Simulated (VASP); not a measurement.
# BAs (F-43m) in VASP: further runs

Aim: see how the results for BAs move with the level of theory and the settings. Levels: PBE, RPBE+D3(BJ), PBE+D3(BJ). Tasks: single point, relaxation of cell and atoms.

All numbers are computed with VASP 6.6.1; they aren't measurements. Logs are shortened: lines on timing, memory, paths and dates and some standing lists are left out, and cuts for length are marked.

## (1) The cell of the first run

Symmetry: F-43m, No. 216, cubic system. The conventional cell has a = 4.777 Å, b = 4.777 Å, c = 4.777 Å, α = 90.00°, β = 90.00°, γ = 90.00°. Within 2.7 Å of As (site symmetry -43m) lie 4 B at 2.07 Å. B (site symmetry -43m) has 4 As at 2.07 Å within 2.7 Å.

## (2) Single point, PBE

Contents of INCAR:

```
SYSTEM = BAs
PREC     = Accurate       ! precision mode
ENCUT    = 520            ! plane-wave cutoff, eV
EDIFF    = 1E-7           ! SCF threshold, eV
ISMEAR   = 0              ! smearing method
SIGMA    = 0.028999999999999998 ! smearing width, eV
LREAL    = .FALSE.        ! projectors in reciprocal space
LASPH    = .TRUE.         ! aspherical terms in the spheres
NELM     = 60             ! most SCF steps
ALGO     = Normal         ! electronic algorithm
ISIF     = 2              ! what is computed and relaxed
LWAVE    = .FALSE.        ! write WAVECAR
LCHARG   = .FALSE.        ! write CHGCAR
GGA      = PE             ! functional
NBANDS   = 11             ! bands
```

Contents of KPOINTS:

```
Automatic mesh
0
G
  10 10 10
  0 0 0
```

Contents of POSCAR:

```
BAs
1.0
    0.0000000000      2.3885000000      2.3885000000
    2.3885000000      0.0000000000      2.3885000000
    2.3885000000      2.3885000000      0.0000000000
As B
1 1
Direct
    0.7500000000      0.7500000000      0.7500000000
    0.0000000000      0.0000000000      0.0000000000
```

Potentials or basis: VASP PAW PBE potentials, release 64 (As, B).

Launch:

```bash
> cat potpaw_PBE.64/As/POTCAR potpaw_PBE.64/B/POTCAR > POTCAR
> mpirun -np 1 vasp_std > vasp.out
```

OUTCAR:

```text
SYSTEM = BAs
   PREC = Accurate
   ENCUT = 520
   EDIFF = 1E-7
   ISMEAR = 0
   LREAL = .FALSE.
   LASPH = .TRUE.
   NELM = 60
   ISIF = 2
   GGA = PE

 ion  position               nearest neighbor table
   1  0.750  0.750  0.750-   2 2.07   2 2.07   2 2.07   2 2.07
   2  0.000  0.000  0.000-   1 2.07   1 2.07   1 2.07   1 2.07

  LATTYP: Found a face centered cubic cell.
 ALAT       =     4.7770000000

  Lattice vectors:

 A1 = (   0.0000000000,   2.3885000000,   2.3885000000)
 A2 = (   2.3885000000,   0.0000000000,   2.3885000000)
 A3 = (   2.3885000000,   2.3885000000,   0.0000000000)

Analysis of symmetry for initial positions (statically):
=====================================================================
 Subroutine PRICEL returns:
 Original cell was already a primitive cell.

 Routine SETGRP: Setting up the symmetry group for a
 face centered cubic supercell.

 Subroutine GETGRP returns: Found 24 space group operations
 (whereof 24 operations were pure point group operations)
 out of a pool of 48 trial point group operations.

The static configuration has the point symmetry T_d .

Analysis of symmetry for dynamics (positions and initial velocities):
=====================================================================
 Subroutine PRICEL returns:
 Original cell was already a primitive cell.

 Routine SETGRP: Setting up the symmetry group for a
 face centered cubic supercell.

 Subroutine GETGRP returns: Found 24 space group operations
 (whereof 24 operations were pure point group operations)
 out of a pool of 48 trial point group operations.

The dynamic configuration has the point symmetry T_d .

 Subroutine INISYM returns: Found 24 space group operations
 (whereof 24 operations are pure point group operations),
 and found     1 'primitive' translations

----------------------------------------------------------------------------------------

                                     Primitive cell

  volume of cell :      27.2525

  direct lattice vectors                    reciprocal lattice vectors
     0.000000000  2.388500000  2.388500000    -0.209336404  0.209336404  0.209336404
     2.388500000  0.000000000  2.388500000     0.209336404 -0.209336404  0.209336404
     2.388500000  2.388500000  0.000000000     0.209336404  0.209336404 -0.209336404

  length of vectors
     3.377849094  3.377849094  3.377849094     0.362581287  0.362581287  0.362581287

  position of ions in fractional coordinates (direct lattice)
     0.750000000  0.750000000  0.750000000
     0.000000000  0.000000000  0.000000000

  ion indices of the primitive-cell ions
   primitive index   ion index
                 1           1
                 2           2

----------------------------------------------------------------------------------------

 KPOINTS: Automatic mesh

Automatic generation of k-mesh.
 Grid dimensions read from file:
 generate k-points for:   10   10   10

 Generating k-lattice:

  Cartesian coordinates                     Fractional coordinates (reciprocal lattice)
    -0.020933640  0.020933640  0.020933640     0.100000000  0.000000000  0.000000000
     0.020933640 -0.020933640  0.020933640     0.000000000  0.100000000  0.000000000
     0.020933640  0.020933640 -0.020933640     0.000000000  0.000000000  0.100000000

  Length of vectors
     0.036258129  0.036258129  0.036258129

  Shift w.r.t. Gamma in fractional coordinates (k-lattice)
     0.000000000  0.000000000  0.000000000

 Subroutine IBZKPT returns following result:
 ===========================================

 Found     47 irreducible k-points:

 Following reciprocal coordinates:
            Coordinates               Weight
  0.000000  0.000000  0.000000      1.000000
  0.100000  0.000000  0.000000      8.000000
  0.200000  0.000000  0.000000      8.000000
  0.300000  0.000000  0.000000      8.000000
  0.400000  0.000000  0.000000      8.000000
  0.500000  0.000000  0.000000      4.000000
[... 16 lines left out ...]
  0.300000  0.300000  0.000000      6.000000
  0.400000  0.300000  0.000000     24.000000
 [... further k-points ...]
   k-points           NKPTS =     47   k-points in BZ     NKDIM =     47   number of bands    NBANDS=     11
   number of dos      NEDOS =    301   number of ions     NIONS =      2
   total plane-waves  NPLWV =  21952
   dimension x,y,z NGX =    28 NGY =   28 NGZ =   28
   dimension x,y,z NGXF=    56 NGYF=   56 NGZF=   56
   ions per type =               1   1
   NGX,Y,Z   is equivalent  to a cutoff of  13.78, 13.78, 13.78 a.u.
   NGXF,Y,Z  is equivalent  to a cutoff of  27.56, 27.56, 27.56 a.u.
 SYSTEM =  BAs
   PREC   = accura    normal or accurate (medium, high low for compatibility)
   ISTART =      0    job   : 0-new  1-cont  2-samecut
   ICHARG =      2    charge: 1-file 2-atom 10-const
   ISPIN  =      1    spin polarized calculation?
   LNONCOLLINEAR =      F non collinear calculations
   LSORBIT =      F    spin-orbit coupling
   LASPH  =      T    aspherical Exc in radial PAW
   ENCUT  =  520.0 eV  38.22 Ry    6.18 a.u.   6.28  6.28  6.28*2*pi/ulx,y,z
   NELM   =     60;   NELMIN=  2; NELMDL= -5     # of ELM steps
   EDIFF  = 0.1E-06   stopping-criterion for ELM
   LREAL  =      F    real-space projection
   EDIFFG = 0.1E-05   stopping-criterion for IOM
   NSW    =      0    number of steps for IOM
   IBRION =     -1    ionic relax: 0-MD 1-quasi-New 2-CG
   NFREE  =      0    steps in history (QN), initial steepest desc. (CG)
   ISIF   =      2    stress and relaxation
   ISYM   =      2    0-nonsym 1-usesym 2-fastsym
   POTIM  = 0.5000    time-step for ionic-motion
   TEBEG  =    0.0;   TEEND  =   0.0 temperature during run
   PSTRESS=    0.0 pullay stress
   NELECT =       8.0000    total number of electrons
   NUPDOWN=      -1.0000    fix difference up-down
   EMIN   =  10.00;   EMAX   =-10.00  energy-range for DOS
   EFERMI =   0.00;   METHOD = LEGACY
   ISMEAR =     0;   SIGMA  =   0.03  broadening in eV -4-tet -1-fermi 0-gaus
   EFERMI_NEDOS =   21; number of points for ismear=-14 and -15
   IALGO  =     38    algorithm
   IMIX   =      4    mixing-type and parameters
     AMIX     =   0.40;   BMIX     =  1.00
     AMIX_MAG =   1.60;   BMIX_MAG =  1.00
  volume/ion in A,a.u.               =      13.63        91.95
  Fermi-wavevector in a.u.,A,eV,Ry     =   1.088018  2.056057 16.106360  1.183784
  Thomas-Fermi vector in A             =   2.224191
   LORBIT       =      0    0 simple, 1 ext, 2 COOP (PROOUT), +10 PAW based schemes
   GGA     = PE    functional components
   LHFCALC =     F    Hartree Fock is set to
   AEXX    =    0.0000 exact exchange contribution
   IVDW    =     0    specifies the selected vdW correction
   LEPSILON=     F    determine dielectric tensor
   LRPA    =     F    only Hartree local field effects (RPA)
 non-spin polarized calculation
 Gauss-broadening in eV      SIGMA  =   0.03
  energy-cutoff  :      520.00
  volume of cell :       27.25
 maximum number of plane-waves:       754
 NGX is ok and might be reduce to    28
   NGX = 13   NGY = 13   NGZ = 13

 number of electron       8.0000000 magnetization

 Free energy of the ion-electron system (eV)
  ---------------------------------------------------
  ext. energy  EPLUGINS =         0.00000000
  ---------------------------------------------------
  free energy    TOTEN  =       -11.40640282 eV

  energy without entropy =      -11.40640282  energy(sigma->0) =      -11.40640282

 E-fermi :   6.3583     XC(G=0): -10.5843

 val. band max:        6.1261798752   @ k =   0.0000   0.0000   0.0000
 cond. band min:       7.3017354821   @ k =   0.4000   0.4000   0.0000
 fundamental gap:      1.1755556069
 Fermi energy:         6.3582940148

 k-point     1 :       0.0000    0.0000    0.0000
  band No.  band energies     occupation
      1      -9.2750      2.00000
      2       6.1262      2.00000
      3       6.1262      2.00000
      4       6.1262      2.00000
      5       9.4027      0.00000
      6       9.4027      0.00000
      7       9.4027      0.00000
      8      10.8130      0.00000
      9      15.7091      0.00000
     10      19.0767      0.00000
     11      19.0767      0.00000

 k-point     2 :       0.1000    0.0000    0.0000
  band No.  band energies     occupation
      1      -9.1108      2.00000
      2       4.7308      2.00000
      3       5.8245      2.00000
      4       5.8245      2.00000
      5       9.5501      0.00000
      6       9.8000      0.00000
      7       9.8000      0.00000
      8      11.6848      0.00000
      9      16.3543      0.00000
     10      18.0092      0.00000
     11      18.0092      0.00000

 k-point     3 :       0.2000    0.0000    0.0000
  band No.  band energies     occupation
      1      -8.6265      2.00000
      2       2.3654      2.00000
      3       5.2498      2.00000
      4       5.2498      2.00000
      5       9.3350      0.00000
      6      10.5170      0.00000
      7      10.5170      0.00000
      8      13.3082      0.00000
      9      17.2897      0.00000
     10      17.2897      0.00000
     11      17.3528      0.00000

 k-point     4 :       0.3000    0.0000    0.0000
  band No.  band energies     occupation
      1      -7.8585      2.00000
      2       0.0737      2.00000
      3       4.7416      2.00000
      4       4.7416      2.00000
      5       9.0630      0.00000
      6      10.9191      0.00000
      7      10.9191      0.00000
      8      14.5733      0.00000
      9      17.4744      0.00000
     10      17.7372      0.00000
     11      17.7372      0.00000

 k-point     5 :       0.4000    0.0000    0.0000
  band No.  band energies     occupation
      1      -6.9397      2.00000
      2      -1.8019      2.00000
      3       4.4155      2.00000
      4       4.4155      2.00000
      5       8.8805      0.00000
      6      10.9451      0.00000
      7      10.9451      0.00000
      8      14.9864      0.00000
      9      18.1879      0.00000
     10      19.2604      0.00000
     11      19.2604      0.00000
[... 211 lines left out ...]
 k-point    21 :      -0.3000    0.2000    0.0000
  band No.  band energies     occupation
      1      -6.7264      2.00000
      2      -0.9142      2.00000
      3       1.5069      2.00000
      4       4.1714      2.00000
      5       9.6527      0.00000
      6      12.0630      0.00000
      7      12.3350      0.00000
      8      14.2493      0.00000
      9      16.8144      0.00000
     10      18.2335      0.00000
     11      21.4382      0.00000

 k-point    22 :      -0.2000    0.2000    0.0000
  band No.  band energies     occupation
      1      -7.5950      2.00000
      2       0.6555      2.00000
      3       2.0530      2.00000
      4       4.8330      2.00000
      5      10.0596      0.00000
      6      11.2440      0.00000
      7      12.1364      0.00000
      8      13.1324      0.00000
      9      16.0106      0.00000
     10      18.7524      0.00000
     11      20.3076      0.00000

 k-point    23 :       0.3000    0.3000    0.0000
  band No.  band energies     occupation
      1      -7.3590      2.00000
      2       0.9137      2.00000
      3       2.9368      2.00000
      4       2.9368      2.00000
      5       7.5220      0.00000
      6       9.7837      0.00000
      7      14.5795      0.00000
      8      14.5795      0.00000
      9      17.1250      0.00000
     10      21.1915      0.00000
     11      21.2233      0.00000

 k-point    24 :       0.4000    0.3000    0.0000
  band No.  band energies     occupation
      1      -6.6309      2.00000
      2      -0.3315      2.00000
      3       2.1498      2.00000
      4       2.6400      2.00000
      5       7.8224      0.00000
      6       9.5221      0.00000
      7      14.9619      0.00000
      8      15.1947      0.00000
      9      18.1794      0.00000
     10      21.9433      0.00000
     11      21.9977      0.00000

 [... further k-points ...]
[... 5 lines left out ...]
  --------------------------------------------------------------------------------------
  -------------------------------------------------------------------------------------
  Total        0.5835160      0.5835160      0.5835160     -0.0000000     -0.0000000     -0.0000000
  in kB       34.3050135     34.3050135     34.3050135     -0.0000000     -0.0000000     -0.0000000
  external PRESSURE =      34.3050135 kB  Pullay stress =       0.0000000 kB

 VOLUME and BASIS-vectors are now :
 -----------------------------------------------------------------------------
  energy-cutoff  :      520.00
  volume of cell :       27.25
      direct lattice vectors                 reciprocal lattice vectors
     0.000000000  2.388500000  2.388500000    -0.209336404  0.209336404  0.209336404
     2.388500000  0.000000000  2.388500000     0.209336404 -0.209336404  0.209336404
     2.388500000  2.388500000  0.000000000     0.209336404  0.209336404 -0.209336404

 POSITION                                       TOTAL-FORCE (eV/Angst)
 -----------------------------------------------------------------------------------
      3.58275      3.58275      3.58275        -0.000000      0.000000      0.000000
      0.00000      0.00000      0.00000         0.000000     -0.000000     -0.000000
 -----------------------------------------------------------------------------------
    total drift:                                0.000000      0.000000      0.000000

  FREE ENERGIE OF THE ION-ELECTRON SYSTEM (eV)
  ---------------------------------------------------
  free  energy   TOTEN  =       -11.4064028169 eV

  energy  without entropy=      -11.4064028169  energy(sigma->0) =      -11.40640282
```

Run time: 15 s. Hardware: 1 thread of AMD EPYC 7R43 (Zen 3), shared host; peak memory 0.13 GiB.

What came out:

```yaml
Free_energy: -11.4064 eV
Pressure: 3.4 GPa
Band_gap_on_the_k_mesh: 1.18 eV, indirect (least direct gap 3.28 eV)
```

Levels at points of the mesh, in eV from the valence-band top:
| k point | band 1 | band 2 | band 3 | band 4 | band 5 | band 6 | band 7 | band 8 |
| --- | --- | --- | --- | --- | --- | --- | --- | --- |
| (0.00, 0.00, 0.00) | -15.40 | 0.00 | 0.00 | 0.00 | 3.28 | 3.28 | 3.28 | 4.69 |
| (0.50, 0.00, 0.00) | -12.53 | -8.79 | -1.82 | -1.82 | 2.69 | 4.78 | 4.78 | 8.86 |
| (0.50, 0.50, 0.00) | -11.21 | -8.53 | -4.08 | -4.08 | 1.43 | 1.44 | 11.37 | 11.37 |

## (3) Relaxation of cell and atoms, RPBE+D3(BJ)

Contents of INCAR:

```
SYSTEM = BAs
PREC = Accurate
ENCUT = 600
EDIFF = 1E-7
ISMEAR = -1
SIGMA = 0.05
LREAL = .FALSE.
LASPH = .TRUE.
NELM = 80
ALGO = Normal
ISIF = 3
LWAVE = .FALSE.
LCHARG = .FALSE.
GGA = RP
IVDW = 12
IBRION = 2
NSW = 80
EDIFFG = -0.005
```

KPOINTS is that of step 2.

POSCAR is that of step 2.

Potentials or basis: VASP PAW PBE potentials, release 64 (As, B).

Launch:

```bash
> cat potpaw_PBE.64/As/POTCAR potpaw_PBE.64/B/POTCAR > POTCAR
> mpirun -np 1 vasp_std > vasp.out
```

Wall time 42 s (1 thread of AMD EPYC 7R43 (Zen 3), shared host); peak memory 0.14 GiB.

Results (log left out):

| Property | Result |
| --- | --- |
| Free energy | -13.2962 eV |
| Relaxed volume | 12.38 Å³/atom |
| Relaxed cell | a = 3.271 Å, b = 3.271 Å, c = 3.271 Å, α = 60.00°, β = 60.00°, γ = 60.00° |
| Space group after relaxing (to 0.05 Å) | F-43m (No. 216) |
| Energy gained by relaxing | 54.0 meV/atom |
| Ionic steps | 6 |
| Pressure after relaxing | 0.0 GPa |
| Band gap on the k mesh | 1.09 eV, indirect (least direct gap 3.40 eV) |
| Dispersion energy per atom | -1.393 eV |

The path:
```
step  energy change (eV)  largest force (eV/Å)  pressure (GPa)  volume (Å³)
   1              0.0000                0.0000          -12.71        27.25
   2             -0.0533                0.0000           12.00        23.21
   3             -0.1080                0.0000           -0.07        24.77
   4             -0.1080                0.0000            0.24        24.72
   5             -0.1080                0.0000           -0.15        24.78
   6             -0.1080                0.0000            0.01        24.75
```

Final structure:
```
As B
1.0
     0.00000    2.31314    2.31314
     2.31314    0.00000    2.31314
     2.31314    2.31314    0.00000
As B
1 1
Direct
  0.75000 0.75000 0.75000
  0.00000 0.00000 0.00000
```

Levels at points of the mesh, in eV from the valence-band top:
| k point | band 1 | band 2 | band 3 | band 4 | band 5 | band 6 | band 7 | band 8 |
| --- | --- | --- | --- | --- | --- | --- | --- | --- |
| (0.00, 0.00, 0.00) | -16.33 | 0.00 | 0.00 | 0.00 | 3.40 | 3.40 | 3.40 | 5.96 |
| (0.50, 0.00, 0.00) | -13.08 | -9.54 | -2.00 | -2.00 | 3.29 | 4.88 | 4.88 | 9.11 |
| (0.50, 0.50, 0.00) | -11.59 | -9.13 | -4.51 | -4.51 | 1.29 | 1.39 | 12.37 | 12.37 |

Caveat: the PAW data sets were made with another functional, which shifts forces and pressure a little.

## (4) Relaxation of cell and atoms, PBE+D3(BJ)

Contents of INCAR:

```
  PREC = Accurate
  ENCUT = 600
  EDIFF = 1E-7
  ISMEAR = -1
  SIGMA = 0.05
  LREAL = False
  LASPH = True
  NELM = 60
  ALGO = Normal
  ISIF = 3
  LWAVE = False
  LCHARG = False
  GGA = PE
  IVDW = 12
  IBRION = 2
  NSW = 80
  EDIFFG = -0.005
```

Contents of KPOINTS:

```
regular mesh
0
Gamma
  10 10 10
```

POSCAR is that of step 3.

Launch:

```bash
> cat potpaw_PBE.64/As/POTCAR potpaw_PBE.64/B/POTCAR > POTCAR
> mpirun -np 1 vasp_std > vasp.out
```

Run time: 22 s. Hardware: 1 thread of AMD EPYC 7R43 (Zen 3), shared host; peak memory 0.14 GiB.

The run converged. Its results:

- Free energy: -12.0672 eV
- Relaxed volume: 13.58 Å³/atom
- Relaxed cell: a = 3.374 Å, b = 3.374 Å, c = 3.374 Å, α = 60.00°, β = 60.00°, γ = 60.00°
- Space group after relaxing (to 0.05 Å): F-43m (No. 216)
- Energy gained by relaxing: 0.1 meV/atom
- Ionic steps: 3
- Pressure after relaxing: 0.0 GPa
- Band gap on the k mesh: 1.17 eV, indirect (least direct gap 3.28 eV)
- Dispersion energy per atom: -0.331 eV

The path:
```tsv
step	energy change (eV)	largest force (eV/Å)	pressure (GPa)	volume (Å³)
1	0.0000	0.0000	-0.45	27.25
2	-0.0001	0.0000	0.33	27.10
3	-0.0001	0.0000	0.01	27.16
```

Final structure:
```yaml
crystal:
  lattice:
    - [0.00000, 2.38585, 2.38585]
    - [2.38585, 0.00000, 2.38585]
    - [2.38585, 2.38585, 0.00000]
  atoms:
    - { symbol: As, position: [0.75000, 0.75000, 0.75000] }
    - { symbol: B, position: [0.00000, 0.00000, 0.00000] }
```

Levels at points of the mesh, in eV from the valence-band top:
```
           k point  band 1  band 2  band 3  band 4  band 5  band 6  band 7  band 8
(0.00, 0.00, 0.00)  -15.43    0.00    0.00    0.00    3.28    3.28    3.28    4.73
(0.50, 0.00, 0.00)  -12.55   -8.81   -1.83   -1.83    2.71    4.78    4.78    8.87
(0.50, 0.50, 0.00)  -11.22   -8.55   -4.09   -4.09    1.42    1.44   11.40   11.40
```

## (5) The runs side by side

| task | level | cell | cutoff (eV) | smearing | gap on the mesh (eV) | pressure (GPa) | relaxed volume (Å³/atom) |
| --- | --- | --- | --- | --- | --- | --- | --- |
| single point | PBE | as given | 520 | gaussian 0.029 eV | 1.18 | 3.4 | - |
| relaxation of cell and atoms | RPBE+D3(BJ) | relaxed | 600 | fermi-dirac 0.05 eV | 1.09 | 0.0 | 12.38 |
| relaxation of cell and atoms | PBE+D3(BJ) | relaxed | 600 | fermi-dirac 0.05 eV | 1.17 | 0.0 | 13.58 |

Alike in all rows: potentials or basis VASP PAW PBE potentials, release 64 (As, B); no spin polarisation; k mesh 10 × 10 × 10.

Caveats: the PAW data sets were made with another functional, which shifts forces and pressure a little (some runs).

Absolute energies hang on the potentials; compare differences alone.
